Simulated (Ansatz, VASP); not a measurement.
# Two plane-wave programs on Sc

```
CELL_PARAMETERS angstrom
3.22954 0.00000 0.00000
-1.61477 2.79686 0.00000
0.00000 0.00000 4.98609
ATOMIC_POSITIONS crystal
Sc 0.33333 0.66667 0.25000
Sc 0.66667 0.33333 0.75000
```

Alike in both runs: task relaxation of cell and atoms; functional LDA; k mesh 12 × 12 × 8; occupations gaussian, width 0.1 eV; no spin polarisation.

```csv
,VASP,Ansatz
version,VASP 6.6.1,Ansatz 0.2.0
potentials or method,"VASP PAW LDA potentials, release 64 (Sc_sv), cutoff 600 eV","scalar-relativistic, plane waves, PAW"
valence electrons in the cell,22,22
```

```csv
,VASP,Ansatz,Ansatz less VASP
"gap on the k mesh at the Fermi level, each at its own relaxed structure (eV)",none,none,-
relaxed volume (Å³/atom),22.57,22.52,-0.048
relaxed length of the cell vector where the two differ most in proportion (Å),4.990,4.986,-0.0039
```

Ansatz warns that its potentials were made for another functional, while VASP's fit it. LDA's correlation is that of Perdew and Zunger in VASP and of Perdew and Wang (1992) in Ansatz. A gap of «none» marks a metal or a gap that the smearing closes.
